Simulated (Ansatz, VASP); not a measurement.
One calculation of LiCl, two programs

```xyz
8
Lattice="-3.8769 0.0220 0.0388 1.9577 -3.4113 -0.0294 -0.1812 0.0534 18.0945" Properties=species:S:1:pos:R:3 pbc="T T T"
Li    0.1143   -2.6894    2.2802
Li   -0.1346   -2.7151   11.2875
Li   -1.9880   -0.5588    6.7945
Li   -2.1176   -0.6682   15.8758
Cl   -1.9770   -2.9789    6.7777
Cl   -2.0211   -2.7949   15.8201
Cl   -0.0745   -0.5626    2.3391
Cl   -0.2029   -0.3756   11.2405
```

Change from the starting cell: cell x2, atoms moved at random (sigma 0.05 Å) and cell strained at random (1.5 %), then relaxed without symmetry.

Alike in both runs: task relaxation of cell and atoms; functional PBE; k mesh 4 × 4 × 1; occupations gaussian, width 0.1 eV; no spin polarisation.

```csv
,VASP,Ansatz
version,VASP 6.6.1,Ansatz 0.2.0
potentials or method,"VASP PAW PBE potentials, release 64 (Li_sv, Cl), cutoff 600 eV","scalar-relativistic, plane waves, PAW"
valence electrons in the cell,40,40
```

|  | VASP | Ansatz | Ansatz less VASP |
| --- | --- | --- | --- |
| gap on the k mesh at the Fermi level, each at its own relaxed structure (eV) | 5.37 | 5.81 | +0.443 |
| relaxed volume (Å³/atom) | 30.59 | 28.53 | -2.068 |
| relaxed length of the cell vector where the two differ most in proportion (Å) | 18.035 | 16.472 | -1.5633 |

The k mesh is coarse, so the values compare programs but aren't converged. Noted on VASP's run: the cutoff is under 1.25 times that of the potentials, so the pressure is a little rough.
